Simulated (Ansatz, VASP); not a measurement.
# Two plane-wave programs on TaN

```
CELL_PARAMETERS angstrom
2.93800 0.00000 0.00000
-1.46900 2.54438 0.00000
0.00000 0.00000 2.88300
ATOMIC_POSITIONS crystal
Ta 0.33333 0.66667 0.50000
N 0.00000 0.00000 0.00000
```

Alike in both runs: task relaxation of cell and atoms; functional PBEsol; k mesh 10 × 10 × 9; occupations fermi-dirac, width 0.05 eV; no spin polarisation.

|  | VASP | Ansatz |
| --- | --- | --- |
| version | VASP 6.6.1 | Ansatz 0.2.0 |
| potentials or method | VASP PAW PBE potentials, release 64 (Ta_pv, N) | Ansatz PAW |
| plane-wave cutoff (eV) | 600 | 420 |
| valence electrons in the cell | 16 | 18 |

|  | VASP | Ansatz | Ansatz less VASP |
| --- | --- | --- | --- |
| gap on the k mesh at the Fermi level, each at its own relaxed structure (eV) | none | none | - |
| relaxed volume (Å³/atom) | 10.65 | 10.63 | -0.020 |
| relaxed cell length with the largest relative difference (Å) | 2.873 | 2.870 | -0.0021 |

VASP's potentials were made for PBE, not for PBEsol. A gap of «none» marks a metal or a gap that the smearing closes. VASP's potentials hold 16 valence electrons a cell and Ansatz's 18, so a difference there can come from the potentials and not from the codes.

Spin-orbit coupling is off throughout. Noted on Ansatz's run: the plane-wave basis is chosen anew once the cell has moved, so the energies of steps on either side of that aren't comparable.
